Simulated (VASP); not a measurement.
# HgGe3 (Pm-3m) in VASP: a series of runs

HgGe3 is run at these levels: PBE; tasks: single point, relaxation of cell and atoms.

Program: VASP 6.6.1. These are calculated values, not measurements. Logs are shortened: lines on timing, memory, paths and dates and some standing lists are left out, and cuts for length are marked.

## (1) The cell of the first run

The structure is cubic, space group Pm-3m (No. 221). Conventional cell: a = 4.384 Å, b = 4.384 Å, c = 4.384 Å, α = 90.00°, β = 90.00°, γ = 90.00°. Within 4.1 Å of Ge (site symmetry 4/mmm) lie 8 Ge at 3.10 Å and 4 Hg at 3.10 Å. Within 4.1 Å of Hg (site symmetry m-3m) lie 12 Ge at 3.10 Å.

## (2) Single point, PBE

Contents of INCAR:

```
ALGO = Fast
EDIFF = 1E-6
ENCUT = 520
GGA = PE
ISIF = 2
ISMEAR = 0
LASPH = True
LCHARG = True
LELF = True
LREAL = False
LVHAR = True
LWAVE = False
NBANDS = 35
NELM = 80
PREC = Accurate
SIGMA = 0.1
```

Contents of KPOINTS:

```
k-points
0
Gamma
  4 4 4
```

Contents of POSCAR:

```
HgGe3
1.0
    4.3840146123      0.0000000000      0.0000000000
    0.0000000000      4.3840146123      0.0000000000
    0.0000000000      0.0000000000      4.3840146123
Ge Hg
3 1
Direct
    0.0000000000      0.5000000000      0.5000000000
    0.5000000000      0.0000000000      0.5000000000
    0.5000000000      0.5000000000      0.0000000000
    0.0000000000      0.0000000000      0.0000000000
```

Potentials or basis: VASP PAW PBE potentials, release 64 (Ge_d, Hg).

Command:

```sh
cat potpaw_PBE.64/Ge_d/POTCAR potpaw_PBE.64/Hg/POTCAR > POTCAR
mpirun -np 1 vasp_std > vasp.out
```

OUTCAR:

```text
EDIFF = 1E-6
   ENCUT = 520
   GGA = PE
   ISIF = 2
   ISMEAR = 0
   LASPH = True
   LREAL = False
   NELM = 80
   PREC = Accurate

 ion  position               nearest neighbor table
   1  0.000  0.500  0.500-   4 3.10   4 3.10   4 3.10   4 3.10
   2  0.500  0.000  0.500-   4 3.10   4 3.10   4 3.10   4 3.10
   3  0.500  0.500  0.000-   4 3.10   4 3.10   4 3.10   4 3.10
   4  0.000  0.000  0.000-   1 3.10   2 3.10   3 3.10   1 3.10   2 3.10   1 3.10   3 3.10   1 3.10
                             2 3.10   3 3.10   2 3.10   3 3.10

  LATTYP: Found a simple cubic cell.
 ALAT       =     4.3840146123

  Lattice vectors:

 A1 = (   4.3840146123,   0.0000000000,   0.0000000000)
 A2 = (   0.0000000000,   4.3840146123,   0.0000000000)
 A3 = (   0.0000000000,   0.0000000000,   4.3840146123)

Analysis of symmetry for initial positions (statically):
=====================================================================
 Subroutine PRICEL returns:
 Original cell was already a primitive cell.

 Routine SETGRP: Setting up the symmetry group for a
 simple cubic supercell.

 Subroutine GETGRP returns: Found 48 space group operations
 (whereof 48 operations were pure point group operations)
 out of a pool of 48 trial point group operations.

The static configuration has the point symmetry O_h .

Analysis of symmetry for dynamics (positions and initial velocities):
=====================================================================
 Subroutine PRICEL returns:
 Original cell was already a primitive cell.

 Routine SETGRP: Setting up the symmetry group for a
 simple cubic supercell.

 Subroutine GETGRP returns: Found 48 space group operations
 (whereof 48 operations were pure point group operations)
 out of a pool of 48 trial point group operations.

The dynamic configuration has the point symmetry O_h .

 Subroutine INISYM returns: Found 48 space group operations
 (whereof 48 operations are pure point group operations),
 and found     1 'primitive' translations

----------------------------------------------------------------------------------------

                                     Primitive cell

  volume of cell :      84.2589

  direct lattice vectors                    reciprocal lattice vectors
     4.384014612  0.000000000  0.000000000     0.228101429  0.000000000  0.000000000
     0.000000000  4.384014612  0.000000000     0.000000000  0.228101429  0.000000000
     0.000000000  0.000000000  4.384014612     0.000000000  0.000000000  0.228101429

  length of vectors
     4.384014612  4.384014612  4.384014612     0.228101429  0.228101429  0.228101429

  position of ions in fractional coordinates (direct lattice)
     0.000000000  0.500000000  0.500000000
     0.500000000  0.000000000  0.500000000
     0.500000000  0.500000000  0.000000000
     0.000000000  0.000000000  0.000000000

  ion indices of the primitive-cell ions
   primitive index   ion index
                 1           1
                 2           2
                 3           3
                 4           4

----------------------------------------------------------------------------------------

 KPOINTS: k-points

Automatic generation of k-mesh.
 Grid dimensions read from file:
 generate k-points for:    4    4    4

 Generating k-lattice:

  Cartesian coordinates                     Fractional coordinates (reciprocal lattice)
     0.057025357  0.000000000  0.000000000     0.250000000  0.000000000  0.000000000
     0.000000000  0.057025357  0.000000000     0.000000000  0.250000000  0.000000000
     0.000000000  0.000000000  0.057025357     0.000000000  0.000000000  0.250000000

  Length of vectors
     0.057025357  0.057025357  0.057025357

  Shift w.r.t. Gamma in fractional coordinates (k-lattice)
     0.000000000  0.000000000  0.000000000

 Subroutine IBZKPT returns following result:
 ===========================================

 Found     10 irreducible k-points:

 Following reciprocal coordinates:
            Coordinates               Weight
  0.000000  0.000000  0.000000      1.000000
  0.250000  0.000000  0.000000      6.000000
  0.500000  0.000000  0.000000      3.000000
  0.250000  0.250000  0.000000     12.000000
  0.500000  0.250000  0.000000     12.000000
  0.500000  0.500000  0.000000      3.000000
  0.250000  0.250000  0.250000      8.000000
  0.500000  0.250000  0.250000     12.000000
  0.500000  0.500000  0.250000      6.000000
  0.500000  0.500000  0.500000      1.000000
   k-points           NKPTS =     10   k-points in BZ     NKDIM =     10   number of bands    NBANDS=     35
   number of dos      NEDOS =    301   number of ions     NIONS =      4
   total plane-waves  NPLWV =  46656
   dimension x,y,z NGX =    36 NGY =   36 NGZ =   36
   dimension x,y,z NGXF=    72 NGYF=   72 NGZF=   72
   ions per type =               3   1
   NGX,Y,Z   is equivalent  to a cutoff of  13.65, 13.65, 13.65 a.u.
   NGXF,Y,Z  is equivalent  to a cutoff of  27.30, 27.30, 27.30 a.u.
 SYSTEM =  unknown system
   PREC   = accura    normal or accurate (medium, high low for compatibility)
   ISTART =      0    job   : 0-new  1-cont  2-samecut
   ICHARG =      2    charge: 1-file 2-atom 10-const
   ISPIN  =      1    spin polarized calculation?
   LNONCOLLINEAR =      F non collinear calculations
   LSORBIT =      F    spin-orbit coupling
   LASPH  =      T    aspherical Exc in radial PAW
   ENCUT  =  520.0 eV  38.22 Ry    6.18 a.u.   8.15  8.15  8.15*2*pi/ulx,y,z
   NELM   =     80;   NELMIN=  2; NELMDL= -5     # of ELM steps
   EDIFF  = 0.1E-05   stopping-criterion for ELM
   LREAL  =      F    real-space projection
   EDIFFG = 0.1E-04   stopping-criterion for IOM
   NSW    =      0    number of steps for IOM
   IBRION =     -1    ionic relax: 0-MD 1-quasi-New 2-CG
   NFREE  =      0    steps in history (QN), initial steepest desc. (CG)
   ISIF   =      2    stress and relaxation
   ISYM   =      2    0-nonsym 1-usesym 2-fastsym
   POTIM  = 0.5000    time-step for ionic-motion
   TEBEG  =    0.0;   TEEND  =   0.0 temperature during run
   PSTRESS=    0.0 pullay stress
   NELECT =      54.0000    total number of electrons
   NUPDOWN=      -1.0000    fix difference up-down
   EMIN   =  10.00;   EMAX   =-10.00  energy-range for DOS
   EFERMI =   0.00;   METHOD = LEGACY
   ISMEAR =     0;   SIGMA  =   0.10  broadening in eV -4-tet -1-fermi 0-gaus
   EFERMI_NEDOS =   21; number of points for ismear=-14 and -15
   IALGO  =     68    algorithm
   IMIX   =      4    mixing-type and parameters
     AMIX     =   0.40;   BMIX     =  1.00
     AMIX_MAG =   1.60;   BMIX_MAG =  1.00
  volume/ion in A,a.u.               =      21.06       142.15
  Fermi-wavevector in a.u.,A,eV,Ry     =   1.411456  2.667266 27.105646  1.992209
  Thomas-Fermi vector in A             =   2.533306
   LORBIT       =      0    0 simple, 1 ext, 2 COOP (PROOUT), +10 PAW based schemes
   GGA     = PE    functional components
   LHFCALC =     F    Hartree Fock is set to
   AEXX    =    0.0000 exact exchange contribution
   IVDW    =     0    specifies the selected vdW correction
   LEPSILON=     F    determine dielectric tensor
   LRPA    =     F    only Hartree local field effects (RPA)
 non-spin polarized calculation
 RMM-DIIS sequential band-by-band and
 Gauss-broadening in eV      SIGMA  =   0.10
  energy-cutoff  :      520.00
  volume of cell :       84.26
 maximum number of plane-waves:      2301
 NGX is ok and might be reduce to    36
   NGX = 17   NGY = 17   NGZ = 17

 number of electron      54.0000060 magnetization

 Free energy of the ion-electron system (eV)
  ---------------------------------------------------
  ext. energy  EPLUGINS =         0.00000000
  ---------------------------------------------------
  free energy    TOTEN  =       -12.37414232 eV

  energy without entropy =      -12.36534345  energy(sigma->0) =      -12.36974288

 E-fermi :   5.0973     XC(G=0): -10.9461

 val. band max:        4.9370913479   @ k =   0.2500   0.2500   0.0000
 cond. band min:       5.1602563847   @ k =   0.5000   0.2500   0.0000
 fundamental gap:      0.2231650368
 Fermi energy:         5.0972673185

 k-point     1 :       0.0000    0.0000    0.0000
  band No.  band energies     occupation
      1     -19.5325      2.00000
      2     -19.5325      2.00000
      3     -19.5325      2.00000
      4     -19.5184      2.00000
      5     -19.5184      2.00000
      6     -19.5124      2.00000
[... 27 lines left out ...]
     34      12.7891      0.00000
     35      12.9836      0.00000

 k-point     2 :       0.2500    0.0000    0.0000
  band No.  band energies     occupation
      1     -19.5297      2.00000
      2     -19.5197      2.00000
      3     -19.5197      2.00000
      4     -19.5174      2.00000
      5     -19.5108      2.00000
      6     -19.5038      2.00000
[... 27 lines left out ...]
     34      12.9705      0.00000
     35      13.3133      0.00000

 k-point     3 :       0.5000    0.0000    0.0000
  band No.  band energies     occupation
      1     -19.5263      2.00000
      2     -19.5165      2.00000
      3     -19.5030      2.00000
      4     -19.5030      2.00000
      5     -19.4991      2.00000
      6     -19.4989      2.00000
[... 27 lines left out ...]
     34      10.5321      0.00000
     35      12.3871      0.00000
[... 191 lines left out ...]
 k-point     9 :       0.5000    0.5000    0.2500
  band No.  band energies     occupation
      1     -19.5204      2.00000
      2     -19.5151      2.00000
      3     -19.5151      2.00000
      4     -19.5084      2.00000
      5     -19.4978      2.00000
      6     -19.4960      2.00000
[... 27 lines left out ...]
     34      12.6912      0.00000
     35      14.4328      0.00000

 k-point    10 :       0.5000    0.5000    0.5000
  band No.  band energies     occupation
      1     -19.5260      2.00000
      2     -19.5168      2.00000
      3     -19.5168      2.00000
      4     -19.5168      2.00000
      5     -19.5025      2.00000
      6     -19.5025      2.00000
[... 27 lines left out ...]
     34      16.1912      0.00000
     35      16.6155      0.00000

------------------------ aborting loop because EDIFF is reached ----------------------------------------

  FORCE on cell =-STRESS in cart. coord.  units (eV):
  Direction    XX          YY          ZZ          XY          YZ          ZX
  --------------------------------------------------------------------------------------
  -------------------------------------------------------------------------------------
  Total        0.0312095      0.0312095      0.0312095     -0.0000000      0.0000000     -0.0000000
  in kB        0.5934468      0.5934468      0.5934468     -0.0000000      0.0000000     -0.0000000
  external PRESSURE =       0.5934468 kB  Pullay stress =       0.0000000 kB

 VOLUME and BASIS-vectors are now :
 -----------------------------------------------------------------------------
  energy-cutoff  :      520.00
  volume of cell :       84.26
      direct lattice vectors                 reciprocal lattice vectors
     4.384014612  0.000000000  0.000000000     0.228101429  0.000000000  0.000000000
     0.000000000  4.384014612  0.000000000     0.000000000  0.228101429  0.000000000
     0.000000000  0.000000000  4.384014612     0.000000000  0.000000000  0.228101429

 POSITION                                       TOTAL-FORCE (eV/Angst)
 -----------------------------------------------------------------------------------
      0.00000      2.19201      2.19201         0.000000      0.000000      0.000000
      2.19201      0.00000      2.19201         0.000000      0.000000      0.000000
      2.19201      2.19201      0.00000         0.000000      0.000000      0.000000
      0.00000      0.00000      0.00000         0.000000      0.000000      0.000000
 -----------------------------------------------------------------------------------
    total drift:                                0.000000      0.000000      0.000000

  FREE ENERGIE OF THE ION-ELECTRON SYSTEM (eV)
  ---------------------------------------------------
  free  energy   TOTEN  =       -12.3741423240 eV

  energy  without entropy=      -12.3653434456  energy(sigma->0) =      -12.36974288
```

It took 29 s on 1 thread of Oxide Virtual Turin-like, shared host; peak memory 0.17 GiB.

What came out:

```
Free energy            : -12.3741 eV
Pressure               : 0.1 GPa
Band gap on the k mesh : zero (bands 27 and 28 overlap by 4.60 eV)
```

Caveat: spin-orbit coupling is left out, which moves the levels of the heavy elements.

## (3) Relaxation of cell and atoms, PBE

This run uses another cell than the first one, of 19.13 Å³/atom.

Contents of INCAR:

```
SYSTEM = HgGe3
PREC     = Accurate       ! precision mode
ENCUT    = 600            ! plane-wave cutoff, eV
EDIFF    = 1E-6           ! SCF threshold, eV
ISMEAR   = 0              ! smearing method
SIGMA    = 0.1            ! smearing width, eV
LREAL    = .False.        ! projectors in reciprocal space
LASPH    = .True.         ! aspherical terms in the spheres
NELM     = 100            ! most SCF steps
ALGO     = Normal         ! electronic algorithm
ISIF     = 3              ! what is computed and relaxed
LWAVE    = .False.        ! write WAVECAR
LCHARG   = .False.        ! write CHGCAR
GGA      = PE             ! functional
IBRION   = 2              ! ionic algorithm
NSW      = 90             ! ionic steps
EDIFFG   = -0.04          ! ionic threshold
```

Contents of KPOINTS:

```
regular mesh
0
Gamma
  4 4 4
  0 0 0
```

Contents of POSCAR:

```
HgGe3
1.0
    4.2455104150      0.0000000000      0.0000000000
    0.0000000000      4.2455104150      0.0000000000
    0.0000000000      0.0000000000      4.2455104150
Ge Hg
3 1
Direct
    0.0000000000      0.5000000000      0.5000000000
    0.5000000000      0.0000000000      0.5000000000
    0.5000000000      0.5000000000      0.0000000000
    0.0000000000      0.0000000000      0.0000000000
```

Potentials or basis: VASP PAW PBE potentials, release 64 (Ge_d, Hg).

Command:

```sh
cat potpaw_PBE.64/Ge_d/POTCAR potpaw_PBE.64/Hg/POTCAR > POTCAR
mpirun -np 1 vasp_std > vasp.out
```

Wall time 1.8 min (1 thread of Oxide Virtual Turin-like, shared host); peak memory 0.19 GiB.

The run converged. Its results:

```yaml
Free_energy: -12.3732 eV
Relaxed_volume: 21.08 Å³/atom
Relaxed_cell: a = 4.385 Å, b = 4.385 Å, c = 4.385 Å, α = 90.00°, β = 90.00°, γ = 90.00°
Space_group_after_relaxing_to_0.1_Å: Pm-3m (No. 221)
Energy_gained_by_relaxing: 38.1 meV/atom
Ionic_steps: 3
Pressure_after_relaxing: 0.0 GPa
Band_gap_on_the_k_mesh: zero (bands 27 and 28 overlap by 4.60 eV)
```

The path:
| step | energy change (eV) | largest force (eV/Å) | pressure (GPa) | volume (Å³) |
| --- | --- | --- | --- | --- |
| 1 | 0.0000 | 0.0000 | 6.57 | 76.52 |
| 2 | -0.1491 | 0.0000 | -0.84 | 85.54 |
| 3 | -0.1525 | 0.0000 | -0.01 | 84.33 |

Final structure:
```yaml
crystal:
  lattice:
    - [4.38516, 0.00000, 0.00000]
    - [0.00000, 4.38516, 0.00000]
    - [0.00000, 0.00000, 4.38516]
  atoms:
    - { symbol: Ge, position: [0.00000, 0.50000, 0.50000] }
    - { symbol: Ge, position: [0.50000, 0.00000, 0.50000] }
    - { symbol: Ge, position: [0.50000, 0.50000, 0.00000] }
    - { symbol: Hg, position: [0.00000, 0.00000, 0.00000] }
```

Levels at points of the mesh, in eV from the Fermi level:
```csv
k point,band 25,band 26,band 27,band 28,band 29,band 30
"(0.00, 0.00, 0.00)",-3.16,-3.16,-1.98,2.44,2.44,2.44
"(0.50, 0.00, 0.00)",-1.01,-1.01,-0.62,-0.62,0.75,1.22
"(0.50, 0.50, 0.00)",-0.64,0.19,0.19,0.26,1.20,1.20
"(0.50, 0.50, 0.50)",-4.13,-4.13,-4.13,-3.81,6.15,6.15
```

Caveat: the k points lie up to 0.36 Å⁻¹ apart in the final cell, too coarse for converged energies and pressures of a metal; spin-orbit coupling is left out, which moves the levels of the heavy elements.

The gap in the log of VASP goes by the Fermi energy; the results here count the filled bands.